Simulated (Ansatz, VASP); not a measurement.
Two plane-wave programs on W

The input POSCAR:

```
W
1.0
   -1.7929988887      1.7929988887      1.2676502143
    1.7929988887     -1.7929988887      1.2676502143
    1.7929988887      1.7929988887     -1.2676502143
W
1
Direct
    0.0000000000      0.0000000000      0.0000000000
```

The input INCAR.step1:

```
PREC = Accurate
ENCUT = 520
ISMEAR = 0
SIGMA = 0.15
LREAL = F
LASPH = T
NELM = 80
NBANDS = 13
GGA = PE
ALGO = Normal
EDIFF = 1E-4
LWAVE = T
LCHARG = F
```

Contents of INCAR.step2:

```
PREC = Accurate
ENCUT = 520
EDIFF = 1E-7
ISMEAR = 0
SIGMA = 0.15
LREAL = F
LASPH = T
NELM = 80
ALGO = Normal
ISIF = 2
LWAVE = F
LCHARG = F
METAGGA = R2SCAN
LMIXTAU = T
NBANDS = 13
ISTART = 1
```

The input KPOINTS:

```
regular mesh
0
Gamma
  24 24 24
```

Input for Ansatz:

```yaml
crystal:
  lattice:
    - [-1.7929988887, 1.7929988887, 1.2676502143]
    - [1.7929988887, -1.7929988887, 1.2676502143]
    - [1.7929988887, 1.7929988887, -1.2676502143]
  atoms:
    - { symbol: W, position: [0.0, 0.0, 0.0] }
basis:
  ecutwfc: 500
kpoints:
  mp_grid: { grid: [24, 24, 24] }
hamiltonian:
  xc: r2scan
scf:
  occupations: { method: gaussian, width: 0.15 }
output:
  forces: true
  stress: true
  eigenvalues: true
```

Alike in both runs: task single point; functional r2SCAN; k mesh 24 × 24 × 24; occupations gaussian, width 0.15 eV; no spin polarisation.

|  | VASP | Ansatz |
| --- | --- | --- |
| version | VASP 6.6.1 | Ansatz 0.2.0 |
| potentials or method | VASP PAW PBE potentials, release 64 (W_sv), cutoff 520 eV | scalar-relativistic, plane waves, PAW |
| valence electrons in the cell | 14 | 14 |

Ansatz gave:

- gap on the k mesh at the Fermi level (eV): none
- pressure (GPa): 10.2
- traceless stress, the component that is largest in VASP (GPa): 32.16

**Question.** Which values does VASP return?

**Answer.** gap on the k mesh at the Fermi level (eV): none; pressure (GPa): 11.5; traceless stress, the component that is largest in VASP (GPa): 32.67.

VASP's potentials were made for PBE, not for r2SCAN. A gap of «none» marks a metal or a gap that the smearing closes. The functional is the same, so the differences come from potentials, cutoffs and numerics.

Spin-orbit coupling is off throughout.
